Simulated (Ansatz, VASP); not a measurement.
**CoSi2: VASP beside Ansatz**

```xyz
3
Lattice="0.0000 2.6262 2.6262 2.6262 0.0000 2.6262 2.6262 2.6262 0.0000" Properties=species:S:1:pos:R:3 pbc="T T T"
Co    0.0000    0.0000    0.0000
Si    1.3131    1.3131    1.3131
Si    3.9393    3.9393    3.9393
```

Alike in both runs: task single point; functional LDA; k mesh 12 × 12 × 12; occupations gaussian, width 0.05 eV; collinear spin.

```csv
,VASP,Ansatz
version,VASP 6.6.1,Ansatz 0.2.0
potentials or method,"VASP PAW LDA potentials, release 64 (Co, Si), cutoff 520 eV","scalar-relativistic, plane waves, PAW"
valence electrons in the cell,17,25
```

Ansatz gave:

- gap on the k mesh at the Fermi level (eV): none
- pressure (GPa): 2.5
- net moment per atom (μB): 0.00

What did VASP give for the same quantities?

gap on the k mesh at the Fermi level (eV): none; pressure (GPa): 2.7; net moment per atom (μB): 0.00.

LDA's correlation is that of Perdew and Zunger in VASP and of Perdew and Wang (1992) in Ansatz. A gap of «none» marks a metal or a gap that the smearing closes. VASP's potentials hold 17 valence electrons a cell and Ansatz's 25, so a difference there can come from the potentials and not from the codes. Ansatz's warnings: seeded moment not kept.
